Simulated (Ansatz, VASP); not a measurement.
Zn2C3: VASP beside Ansatz

```
Zn C
1.0
     2.81734    1.62659    3.91300
    -2.81734    1.62659    3.91300
     0.00000   -3.25318    3.91300
Zn C
4 6
Direct
  0.86183 0.86183 0.86183
  0.63817 0.63817 0.63817
  0.13817 0.13817 0.13817
  0.36183 0.36183 0.36183
  0.06163 0.43837 0.75000
  0.75000 0.06163 0.43837
  0.43837 0.75000 0.06163
  0.93837 0.56163 0.25000
  0.25000 0.93837 0.56163
  0.56163 0.25000 0.93837
```

Alike in both runs: functional PBE; k mesh 6 × 6 × 6; occupations gaussian, width 0.1 eV; no spin polarisation.

Ansatz relaxed the structure, and its values are those at the end. VASP's run is a single point on that final structure, the one shown.

|  | VASP | Ansatz |
| --- | --- | --- |
| version | VASP 6.6.1 | Ansatz 0.2.0 |
| potentials or method | VASP PAW PBE potentials, release 64 (Zn, C), cutoff 520 eV | scalar-relativistic, plane waves, PAW |
| valence electrons in the cell | 72 | 72 |

VASP gave:

| Property | Result |
| --- | --- |
| gap on the k mesh at the Fermi level (eV) | none |
| pressure (GPa) | 1.0 |
| rms of the force components (eV/Å) | 0.021 |

Estimate Ansatz's values.

gap on the k mesh at the Fermi level (eV): none; pressure (GPa): 0.1; rms of the force components (eV/Å): 0.014.

A gap of «none» marks a metal or a gap that the smearing closes. The functional is the same, so the differences come from potentials, cutoffs and numerics.
